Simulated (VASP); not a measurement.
Crystal: Pt.

```xyz
1
Lattice="-1.5842 1.5842 1.5842 1.5842 -1.5842 1.5842 1.5842 1.5842 -1.5842" Properties=species:S:1:pos:R:3 pbc="T T T"
Pt    0.0000    0.0000    0.0000
```

```yaml
Program: VASP 6.6.1
Task: relaxation of volume and atoms at fixed shape
Functional: PBEsol
Potentials_or_basis: VASP PAW PBE potentials, release 64 (Pt)
Cutoff: 600 eV
k_mesh: 11 × 11 × 11
Occupations: methfessel-paxton, width 0.1 eV
Spin: no spin polarisation
```

At the start: pressure -11.2 GPa; volume 15.90 Å³/atom.

Question: Where does the relaxation end?

Answer: Over 4 steps the energy falls by 26.0 meV/atom and the volume is 15.20 Å³/atom (-4.4 %); space group Im-3m (No. 229, to 0.05 Å).

The path:
```csv
step,energy change (eV),largest force (eV/Å),pressure (GPa),volume (Å³)
1,0.0000,0.0000,-11.20,15.90
2,0.1915,0.0000,46.03,13.48
3,-0.0260,0.0000,-0.59,15.23
4,-0.0260,0.0000,-0.09,15.20
```

Final structure:
```yaml
crystal:
  lattice:
    - [-1.56056, 1.56056, 1.56056]
    - [1.56056, -1.56056, 1.56056]
    - [1.56056, 1.56056, -1.56056]
  atoms:
    - { symbol: Pt, position: [0.00000, 0.00000, 0.00000] }
```

Caveat: the PAW data sets were made with another functional, which shifts forces and pressure a little.
